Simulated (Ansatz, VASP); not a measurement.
## SnSe in VASP and in Ansatz

```
Sn Se
1.0
     0.08106    3.02313    3.02313
     3.02313    0.08106    3.02313
     3.02313    3.02313    0.08106
Sn Se
1 1
Direct
  0.00000 0.00000 0.00000
  0.50000 0.50000 0.50000
```

Change from the starting cell: epitaxial_111 strain -2.0%.

Alike in both runs: task single point; functional r2SCAN; k mesh 8 × 8 × 8; occupations fermi-dirac, width 0.02 eV; no spin polarisation.

|  | VASP | Ansatz |
| --- | --- | --- |
| version | VASP 6.6.1 | Ansatz 0.2.0 |
| potentials or method | VASP PAW PBE potentials, release 64 (Sn_d, Se) | plane waves, PAW |
| plane-wave cutoff (eV) | 520 | 500 |
| valence electrons in the cell | 20 | 30 |

|  | VASP | Ansatz | Ansatz less VASP |
| --- | --- | --- | --- |
| pressure (GPa) | 1.4 | 1.4 | -0.01 |
| traceless stress, the component that is largest in VASP (GPa) | -0.55 | -0.55 | 0.000 |

VASP's potentials were made for PBE, not for r2SCAN. VASP's potentials hold 20 valence electrons a cell and Ansatz's 30, so a difference there can come from the potentials and not from the codes.
